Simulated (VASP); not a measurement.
# BW16 (a cell with a defect) in VASP: single point with LDA

Aim: the single point of BW16 (a cell with a defect) with LDA.

Everything below comes from runs of VASP 6.6.1. Logs are shortened: lines on timing, memory, paths and dates and some standing lists are left out, and cuts for length are marked.

## (1) The cell of the first run

The cell holds a defect, 17 atoms: a = 6.320 Å, b = 6.320 Å, c = 6.320 Å, α = 90.00°, β = 90.00°, γ = 90.00°.

## (2) Single point, LDA

The input, INCAR:

```
SYSTEM = BW16
PREC = Accurate ; ENCUT = 520
EDIFF = 1E-6 ; ISMEAR = -1
SIGMA = 0.15 ; LREAL = Auto
LASPH = .True. ; NELM = 60
ALGO = Normal ; ISIF = 2
LWAVE = .False. ; LCHARG = .False.
NBANDS = 128
```

The input, KPOINTS:

```
regular mesh
0
Gamma
  2 2 2
  0 0 0
```

The input, POSCAR:

```
BW16
1.0
    6.3200000000      0.0000000000      0.0000000000
    0.0000000000      6.3200000000      0.0000000000
    0.0000000000      0.0000000000      6.3200000000
W B
16 1
Direct
    0.0114715190     -0.0451107595     -0.0537025316
    0.4931170886      0.0034335443     -0.0029113924
   -0.0004430380      0.5001107595     -0.0077531646
   -0.0455063291      0.0429588608      0.5482120253
    0.2505696203      0.2475316456      0.2084651899
    0.4871518987      0.5088765823      0.0410443038
    0.5047943038      0.0216930380      0.4926265823
    0.7677056962      0.2649367089      0.2298575949
    0.0152848101      0.4914398734      0.5107436709
    0.2265506329      0.7624683544      0.2807436709
    0.2846202532      0.2554113924      0.7190031646
    0.5180696203      0.5304746835      0.5050316456
    0.7469462025      0.7670253165      0.2554746835
    0.7276424051      0.2771993671      0.7641297468
    0.2768354430      0.7550000000      0.7434810127
    0.7500949367      0.7271044304      0.7652848101
   -0.0152215190     -0.0108860759      0.2374841772
```

Potentials or basis: VASP PAW LDA potentials, release 64 (W_sv, B).

Run with:

```
$ cat potpaw_LDA.64/W_sv/POTCAR potpaw_LDA.64/B/POTCAR > POTCAR
$ mpirun -np 1 vasp_std > vasp.out
```

OUTCAR:

```text
SYSTEM = BW16
   PREC = Accurate
   ENCUT = 520
   EDIFF = 1E-6
   ISMEAR = -1
   LREAL = Auto
   LASPH = .True.
   NELM = 60
   ISIF = 2

 ion  position               nearest neighbor table
   1  0.011  0.955  0.946-  17 1.86  15 2.46  16 2.47   4 2.60  10 2.79  13 2.83   3 2.89   5 2.91
                            11 2.94  14 2.95   8 3.07   2 3.08   2 3.31   3 3.46
   2  0.493  0.003  0.997-   5 2.55  15 2.63  14 2.71  11 2.71  13 2.73  16 2.80   8 2.81  10 2.89
                             1 3.08   7 3.13   6 3.14   7 3.19   6 3.21   1 3.31
   3  1.000  0.500  0.992-  16 2.57   8 2.57   5 2.63  14 2.65  10 2.85  15 2.85  13 2.86   1 2.89
                            11 2.94   9 3.05   6 3.10   6 3.25   9 3.28   1 3.46
   4  0.954  0.043  0.548-  17 2.00  14 2.47   1 2.60  11 2.71   8 2.72  16 2.75  13 2.86   7 2.87
                             9 2.87  10 2.99  15 3.00   5 3.13
   5  0.251  0.248  0.208-  17 2.35   6 2.47   2 2.55   3 2.63   7 2.80   9 2.87   1 2.91   8 3.06
                            12 3.09  11 3.10  10 3.10   4 3.13  11 3.23   8 3.27  10 3.29
   6  0.487  0.509  0.041-   5 2.47   8 2.64  13 2.68  14 2.74  10 2.75  16 2.78  15 2.78  11 2.89
                            12 2.94   3 3.10   2 3.14   2 3.21   3 3.25  12 3.40
   7  0.505  0.022  0.493-  11 2.48  13 2.68  15 2.73  14 2.75  10 2.75   5 2.80   8 2.81   4 2.87
                            16 2.97  12 3.11   2 3.13   2 3.19  12 3.22
   8  0.768  0.265  0.230-  17 2.22   3 2.57   6 2.64   4 2.72   9 2.77   7 2.81   2 2.81  12 2.89
                            14 2.96   5 3.06   1 3.07  13 3.15  13 3.18   5 3.27  14 3.39
   9  0.015  0.491  0.511-  10 2.61  11 2.62  16 2.76   8 2.77  15 2.77  14 2.78   5 2.87   4 2.87
                            13 2.92   3 3.05  12 3.15  12 3.19   3 3.28
  10  0.227  0.762  0.281-  17 2.11   9 2.61  12 2.75   7 2.75   6 2.75   1 2.79   3 2.85   2 2.89
                            15 2.94   4 2.99  13 3.04   5 3.10   5 3.29  13 3.29  15 3.41
  11  0.285  0.255  0.719-   7 2.48   9 2.62  12 2.65   4 2.71   2 2.71  14 2.82   6 2.89   3 2.94
                             1 2.94   5 3.10  15 3.16  15 3.17   5 3.23
  12  0.518  0.530  0.505-  16 2.53  15 2.57  13 2.61  14 2.65  11 2.65  10 2.75   8 2.89   6 2.94
                             5 3.09   7 3.11   9 3.15   9 3.19   7 3.22   6 3.40
  13  0.747  0.767  0.255-  17 2.06  12 2.61   7 2.68   6 2.68   2 2.73   1 2.83   3 2.86   4 2.86
                             9 2.92  10 3.04  16 3.11   8 3.15   8 3.18  16 3.23  10 3.29
  14  0.728  0.277  0.764-   4 2.47  12 2.65   3 2.65   2 2.71   6 2.74   7 2.75   9 2.78  11 2.82
                            16 2.85   1 2.95   8 2.96   8 3.39  16 3.48
  15  0.277  0.755  0.743-   1 2.46  12 2.57   2 2.63   7 2.73   9 2.77   6 2.78   3 2.85  10 2.94
                             4 3.00  16 3.00  11 3.16  11 3.17  16 3.34  10 3.41
  16  0.750  0.727  0.765-   1 2.47  12 2.53   3 2.57   4 2.75   9 2.76   6 2.78   2 2.80  14 2.85
                             7 2.97  15 3.00  13 3.11  13 3.23  15 3.34  14 3.48
  17  0.985  0.989  0.237-   1 1.86   4 2.00  13 2.06  10 2.11   8 2.22   5 2.35

  LATTYP: Found a simple cubic cell.
 ALAT       =     6.3200000000

  Lattice vectors:

 A1 = (   6.3200000000,   0.0000000000,   0.0000000000)
 A2 = (   0.0000000000,   6.3200000000,   0.0000000000)
 A3 = (   0.0000000000,   0.0000000000,   6.3200000000)

Analysis of symmetry for initial positions (statically):
=====================================================================
 Subroutine PRICEL returns:
 Original cell was already a primitive cell.

 Routine SETGRP: Setting up the symmetry group for a
 simple cubic supercell.

 Subroutine GETGRP returns: Found  1 space group operations
 (whereof  1 operations were pure point group operations)
 out of a pool of 48 trial point group operations.

The static configuration has the point symmetry C_1 .

Analysis of symmetry for dynamics (positions and initial velocities):
=====================================================================
 Subroutine PRICEL returns:
 Original cell was already a primitive cell.

 Routine SETGRP: Setting up the symmetry group for a
 simple cubic supercell.

 Subroutine GETGRP returns: Found  1 space group operations
 (whereof  1 operations were pure point group operations)
 out of a pool of 48 trial point group operations.

The dynamic configuration has the point symmetry C_1 .

 Subroutine INISYM returns: Found  1 space group operations
 (whereof  1 operations are pure point group operations),
 and found     1 'primitive' translations

----------------------------------------------------------------------------------------

                                     Primitive cell

  volume of cell :     252.4360

  direct lattice vectors                    reciprocal lattice vectors
     6.320000000  0.000000000  0.000000000     0.158227848  0.000000000  0.000000000
     0.000000000  6.320000000  0.000000000     0.000000000  0.158227848  0.000000000
     0.000000000  0.000000000  6.320000000     0.000000000  0.000000000  0.158227848

  length of vectors
     6.320000000  6.320000000  6.320000000     0.158227848  0.158227848  0.158227848

  position of ions in fractional coordinates (direct lattice)
     0.011471519  0.954889241  0.946297468
     0.493117089  0.003433544  0.997088608
     0.999556962  0.500110759  0.992246835
     0.954493671  0.042958861  0.548212025
     0.250569620  0.247531646  0.208465190
     0.487151899  0.508876582  0.041044304
[... 9 lines left out ...]
     0.750094937  0.727104430  0.765284810
     0.984778481  0.989113924  0.237484177

  ion indices of the primitive-cell ions
   primitive index   ion index
                 1           1
                 2           2
                 3           3
                 4           4
                 5           5
                 6           6
[... 9 lines left out ...]
                16          16
                17          17

----------------------------------------------------------------------------------------

 KPOINTS: regular mesh

Automatic generation of k-mesh.
 Grid dimensions read from file:
 generate k-points for:    2    2    2

 Generating k-lattice:

  Cartesian coordinates                     Fractional coordinates (reciprocal lattice)
     0.079113924  0.000000000  0.000000000     0.500000000  0.000000000  0.000000000
     0.000000000  0.079113924  0.000000000     0.000000000  0.500000000  0.000000000
     0.000000000  0.000000000  0.079113924     0.000000000  0.000000000  0.500000000

  Length of vectors
     0.079113924  0.079113924  0.079113924

  Shift w.r.t. Gamma in fractional coordinates (k-lattice)
     0.000000000  0.000000000  0.000000000

 Subroutine IBZKPT returns following result:
 ===========================================

 Found      8 irreducible k-points:

 Following reciprocal coordinates:
            Coordinates               Weight
  0.000000  0.000000  0.000000      1.000000
  0.500000  0.000000  0.000000      1.000000
  0.000000  0.500000  0.000000      1.000000
  0.000000  0.000000  0.500000      1.000000
  0.500000  0.500000  0.000000      1.000000
  0.000000  0.500000  0.500000      1.000000
  0.500000  0.000000  0.500000      1.000000
  0.500000  0.500000  0.500000      1.000000
   k-points           NKPTS =      8   k-points in BZ     NKDIM =      8   number of bands    NBANDS=    128
   number of dos      NEDOS =    301   number of ions     NIONS =     17
   total plane-waves  NPLWV = 110592
   dimension x,y,z NGX =    48 NGY =   48 NGZ =   48
   dimension x,y,z NGXF=    96 NGYF=   96 NGZF=   96
   ions per type =              16   1
   NGX,Y,Z   is equivalent  to a cutoff of  12.63, 12.63, 12.63 a.u.
   NGXF,Y,Z  is equivalent  to a cutoff of  25.25, 25.25, 25.25 a.u.
 SYSTEM =  BW16
   PREC   = accura    normal or accurate (medium, high low for compatibility)
   ISTART =      0    job   : 0-new  1-cont  2-samecut
   ICHARG =      2    charge: 1-file 2-atom 10-const
   ISPIN  =      1    spin polarized calculation?
   LNONCOLLINEAR =      F non collinear calculations
   LSORBIT =      F    spin-orbit coupling
   LASPH  =      T    aspherical Exc in radial PAW
   ENCUT  =  520.0 eV  38.22 Ry    6.18 a.u.  11.75 11.75 11.75*2*pi/ulx,y,z
   NELM   =     60;   NELMIN=  2; NELMDL= -5     # of ELM steps
   EDIFF  = 0.1E-05   stopping-criterion for ELM
   LREAL  =      T    real-space projection
   EDIFFG = 0.1E-04   stopping-criterion for IOM
   NSW    =      0    number of steps for IOM
   IBRION =     -1    ionic relax: 0-MD 1-quasi-New 2-CG
   NFREE  =      0    steps in history (QN), initial steepest desc. (CG)
   ISIF   =      2    stress and relaxation
   ISYM   =      2    0-nonsym 1-usesym 2-fastsym
   POTIM  = 0.5000    time-step for ionic-motion
   TEBEG  =    0.0;   TEEND  =   0.0 temperature during run
   PSTRESS=    0.0 pullay stress
   NELECT =     227.0000    total number of electrons
   NUPDOWN=      -1.0000    fix difference up-down
   EMIN   =  10.00;   EMAX   =-10.00  energy-range for DOS
   EFERMI =   0.00;   METHOD = LEGACY
   ISMEAR =    -1;   SIGMA  =   0.15  broadening in eV -4-tet -1-fermi 0-gaus
   EFERMI_NEDOS =   21; number of points for ismear=-14 and -15
   IALGO  =     38    algorithm
   IMIX   =      4    mixing-type and parameters
     AMIX     =   0.40;   BMIX     =  1.00
     AMIX_MAG =   1.60;   BMIX_MAG =  1.00
  volume/ion in A,a.u.               =      14.85       100.21
  Fermi-wavevector in a.u.,A,eV,Ry     =   1.580155  2.986060 33.972251  2.496890
  Thomas-Fermi vector in A             =   2.680426
   LORBIT       =      0    0 simple, 1 ext, 2 COOP (PROOUT), +10 PAW based schemes
   GGA     = CA    functional components
   LHFCALC =     F    Hartree Fock is set to
   AEXX    =    0.0000 exact exchange contribution
   IVDW    =     0    specifies the selected vdW correction
   LEPSILON=     F    determine dielectric tensor
   LRPA    =     F    only Hartree local field effects (RPA)
 non-spin polarized calculation
  energy-cutoff  :      520.00
  volume of cell :      252.44
 maximum number of plane-waves:      6859
 NGX is ok and might be reduce to    48
   NGX = 23   NGY = 23   NGZ = 23

 number of electron     227.0000004 magnetization

 Free energy of the ion-electron system (eV)
  ---------------------------------------------------
  ext. energy  EPLUGINS =         0.00000000
  ---------------------------------------------------
  free energy    TOTEN  =      -227.38372583 eV

  energy without entropy =     -226.76051902  energy(sigma->0) =     -227.07212243

 E-fermi :  11.5135     XC(G=0): -13.9182

 val. band max:       11.5019901539   @ k =   0.0000   0.0000   0.5000
 cond. band min:      11.5288136999   @ k =   0.0000   0.5000   0.5000
 fundamental gap:      0.0268235460
 Fermi energy:        11.5135151702

 k-point     1 :       0.0000    0.0000    0.0000
  band No.  band energies     occupation
      1     -62.0409      2.00000
      2     -61.9747      2.00000
      3     -61.9553      2.00000
      4     -61.9431      2.00000
      5     -61.9202      2.00000
      6     -61.9064      2.00000
[... 117 lines left out ...]
    124      13.2832      0.00002
    125      13.3437      0.00001

 k-point     2 :       0.5000    0.0000    0.0000
  band No.  band energies     occupation
      1     -62.0229      2.00000
      2     -61.9851      2.00000
      3     -61.9698      2.00000
      4     -61.9422      2.00000
      5     -61.9190      2.00000
      6     -61.9050      2.00000
[... 885 lines left out ...]
    124      13.5406      0.00000
    125      13.7719      0.00000
 [bands above 125 left out]

------------------------ aborting loop because EDIFF is reached ----------------------------------------

  FORCE on cell =-STRESS in cart. coord.  units (eV):
  Direction    XX          YY          ZZ          XY          YZ          ZX
  --------------------------------------------------------------------------------------
  -------------------------------------------------------------------------------------
  Total       14.2186857     13.6990556     29.8135968      0.5561165      2.3106994     -0.6769002
  in kB       90.2440967     86.9460736    189.2229119      3.5295968     14.6657000     -4.2961953
  external PRESSURE =     122.1376941 kB  Pullay stress =       0.0000000 kB

 VOLUME and BASIS-vectors are now :
 -----------------------------------------------------------------------------
  energy-cutoff  :      520.00
  volume of cell :      252.44
      direct lattice vectors                 reciprocal lattice vectors
     6.320000000  0.000000000  0.000000000     0.158227848  0.000000000  0.000000000
     0.000000000  6.320000000  0.000000000     0.000000000  0.158227848  0.000000000
     0.000000000  0.000000000  6.320000000     0.000000000  0.000000000  0.158227848

 POSITION                                       TOTAL-FORCE (eV/Angst)
 -----------------------------------------------------------------------------------
      0.07250      6.03490      5.98060         0.123762      3.881690     -2.598117
      3.11650      0.02170      6.30160         0.854397     -0.258271     -0.075703
      6.31720      3.16070      6.27100         1.155848     -0.012744      0.402926
      6.03240      0.27150      3.46470         2.269963     -2.076909     -0.091752
      1.58360      1.56440      1.31750        -1.292648     -0.730867      3.388974
      3.07880      3.21610      0.25940         0.905471      0.877673     -3.212034
[... 9 lines left out ...]
      4.74060      4.59530      4.83660        -1.236716      1.742382     -1.002853
      6.22380      6.25120      1.50090         0.847512      2.517522      3.174971
 -----------------------------------------------------------------------------------
    total drift:                               -0.000063     -0.001336      0.006157

  FREE ENERGIE OF THE ION-ELECTRON SYSTEM (eV)
  ---------------------------------------------------
  free  energy   TOTEN  =      -227.3837258343 eV

  energy  without entropy=     -226.7605190192  energy(sigma->0) =     -227.07212243
```

Wall time 11 min (1 thread of Oxide Virtual Turin-like, shared host); peak memory 0.33 GiB.

What came out:

```
Free energy            : -227.3837 eV
Pressure               : 12.2 GPa
Largest force          : 4.673 eV/Å
Band gap on the k mesh : zero (an odd number of electrons rules out a gap without spin polarisation)
```

Forces in eV/Å, atoms in the order of the input:
```
W    0.124  3.882 -2.598
W    0.854 -0.258 -0.076
W    1.156 -0.013  0.403
W    2.270 -2.077 -0.092
W   -1.293 -0.731  3.389
W    0.905  0.878 -3.212
W    0.184 -0.742 -0.430
W   -1.244 -0.666  1.115
W   -0.777  1.010 -0.850
W    1.950 -0.731 -1.350
W   -2.343  0.827  2.057
W   -1.192 -2.080 -0.990
W   -0.568 -1.415  0.451
W    0.932 -0.887  0.619
W   -0.570 -1.257 -0.608
W   -1.237  1.742 -1.003
B    0.848  2.518  3.175
```

Caveat: the k points lie up to 0.50 Å⁻¹ apart, too coarse for converged energies and pressures of a metal; spin-orbit coupling is left out, which moves the levels of the heavy elements.

The gap in the log of VASP goes by the Fermi energy; the results here count the filled bands.